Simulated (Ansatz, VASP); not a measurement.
**Two plane-wave programs on SiO2**

Contents of INCAR:

```
SYSTEM = SiO2
PREC = Accurate
ENCUT = 520
EDIFF = 1E-6
ISMEAR = 0
SIGMA = 0.05
LREAL = .False.
LASPH = .True.
NELM = 100
ALGO = Normal
ISIF = 2
LWAVE = .False.
LCHARG = .True.
GGA = CA
LELF = .True.
LVHAR = .True.
NBANDS = 25
```

KPOINTS

```
regular mesh
0
Gamma
  6 6 10
  0 0 0
```

The input POSCAR:

```
SiO2
1.0
    3.9697486780      0.0000000000      0.0000000000
    0.0000000000      3.9697486780      0.0000000000
    0.0000000000      0.0000000000      2.5425625132
Si O
2 4
Direct
    0.5000000000      0.5000000000      0.5000000000
    0.0000000000      0.0000000000      0.0000000000
    0.6944252994      0.6944252994      0.0000000000
    0.1944252994      0.8055747006      0.5000000000
    0.3055747006      0.3055747006      0.0000000000
    0.8055747006      0.1944252994      0.5000000000
```

Input for Ansatz:

```yaml
crystal:
  lattice:
    - [3.969748678, 0.0, 0.0]
    - [0.0, 3.969748678, 0.0]
    - [0.0, 0.0, 2.5425625132]
  atoms:
    - { symbol: Si, position: [0.5, 0.5, 0.5] }
    - { symbol: Si, position: [0.0, 0.0, 0.0] }
    - { symbol: O, position: [0.6944252994, 0.6944252994, 0.0] }
    - { symbol: O, position: [0.1944252994, 0.8055747006, 0.5] }
    - { symbol: O, position: [0.3055747006, 0.3055747006, 0.0] }
    - { symbol: O, position: [0.8055747006, 0.1944252994, 0.5] }
basis:
  ecutwfc: 520.0
kpoints:
  mp_grid: { grid: [6, 6, 10] }
hamiltonian:
  xc: lda
  pseudopotentials: { kind: paw, azcp: { folder: soft_1 } }
scf:
  occupations: { method: gaussian, width: 0.05 }
output:
  forces: true
  stress: true
  eigenvalues: true
```

Alike in both runs: task single point; functional LDA; k mesh 6 × 6 × 10; occupations gaussian, width 0.05 eV; no spin polarisation.

```csv
,VASP,Ansatz
version,VASP 6.6.1,Ansatz 0.2.0
potentials or method,"VASP PAW LDA potentials, release 64 (Si, O), cutoff 520 eV","scalar-relativistic, plane waves, PAW"
valence electrons in the cell,32,32
```

|  | VASP | Ansatz | Ansatz less VASP |
| --- | --- | --- | --- |
| gap on the k mesh at the Fermi level (eV) | 6.85 | 6.90 | +0.055 |
| least direct gap on the mesh (eV) | 6.85 | 6.90 | +0.055 |
| rms of the force components (eV/Å) | 0.517 | 0.495 | -0.0216 |

Ansatz warns that its potentials were made for another functional, while VASP's fit it. LDA's correlation is that of Perdew and Zunger in VASP and of Perdew and Wang (1992) in Ansatz. Atom by atom the forces differ by 0.022 eV/Å (rms over components).
